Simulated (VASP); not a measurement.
Here is a VASP 6.6.1 calculation.

File INCAR:

```
PREC = Accurate
ENCUT = 520
EDIFF = 1E-6
ISMEAR = 0
SIGMA = 0.01
LREAL = False
LASPH = True
NELM = 80
ALGO = Normal
ISIF = 2
LWAVE = False
LCHARG = False
GGA = PE
IVDW = 12
NBANDS = 16
```

KPOINTS

```
regular mesh
0
Gamma
  9 9 6
```

The input POSCAR:

```
Te
1.0
    4.3181152236      0.0000000000      0.0000000000
   -2.1590576118      3.7395974801      0.0000000000
    0.0000000000      0.0000000000      5.9667206251
Te
3
Direct
    0.2846813401      0.0000000000      0.1666666667
    0.0000000000      0.2846813401      0.8333333333
    0.7153186599      0.7153186599      0.5000000000
```

Potentials or basis: VASP PAW PBE potentials, release 64 (Te).

Launch:

```console
$ cat potpaw_PBE.64/Te/POTCAR > POTCAR
$ mpirun -np 1 vasp_std > vasp.out
```

(1) Predict the band gap on the k mesh.

(2) Predict the largest force.

(3) Estimate the pressure.

## Answers

(1) 0.02 eV, direct.

(2) 0.009 eV/Å.

(3) 0.0 GPa.

Caveat: spin-orbit coupling is left out, which moves the levels of the heavy elements.
